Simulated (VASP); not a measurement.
Write the native input for VASP 6.6.1 that does the following.

| Property | Result |
| --- | --- |
| Task | single point |
| Functional | PBEsol |
| Potentials or basis | VASP PAW PBE potentials, release 64 (Al, Pt) |
| Cutoff | 520 eV |
| k mesh | 12 × 12 × 12 |
| Occupations | gaussian, width 0.1 eV |
| Spin | no spin polarisation |
| Dipole correction | no |
| Further INCAR settings | ALGO = Normal; EDIFF = 1e-06; NBANDS = 15 |

The structure of Al2Pt lies in POSCAR:

```
Al2Pt
1.0
    0.0000000000      2.9774498602      2.9774498602
    2.9774498602      0.0000000000      2.9774498602
    2.9774498602      2.9774498602      0.0000000000
Al Pt
2 1
Direct
    0.2500000000      0.2500000000      0.2500000000
    0.7500000000      0.7500000000      0.7500000000
    0.0000000000      0.0000000000      0.0000000000
```

This cell differs from its parent crystal: volume scaled by 1.03.

The input as run:

INCAR

```
PREC     = Accurate       # precision mode
ENCUT    = 520            # plane-wave cutoff, eV
EDIFF    = 1E-6           # SCF threshold, eV
ISMEAR   = 0              # smearing method
SIGMA    = 0.1            # smearing width, eV
LREAL    = F              # projectors in reciprocal space
LASPH    = T              # aspherical terms in the spheres
NELM     = 60             # most SCF steps
ALGO     = Normal         # electronic algorithm
ISIF     = 2              # what is computed and relaxed
LWAVE    = F              # write WAVECAR
LCHARG   = F              # write CHGCAR
GGA      = PS             # functional
NBANDS   = 15             # bands
```

KPOINTS

```
Automatic mesh
0
Gamma
  12 12 12
```

Potentials or basis: VASP PAW PBE potentials, release 64 (Al, Pt).

Run with:

```bash
$ cat potpaw_PBE.64/Al/POTCAR potpaw_PBE.64/Pt/POTCAR > POTCAR
$ mpirun -np 1 vasp_std > vasp.out
```

It gave:

- Pressure: -3.9 GPa
- Band gap on the k mesh: zero (band 8 reaches 11.30 eV, above the bottom of band 9 at 5.96 eV)

Caveat: the PAW data sets were made with another functional, which shifts forces and pressure a little; spin-orbit coupling is left out, which moves the levels of the heavy elements.

It took 26 s on 1 thread of AMD EPYC 9R45 (Zen 5), on a shared host, peak memory 0.18 GiB.
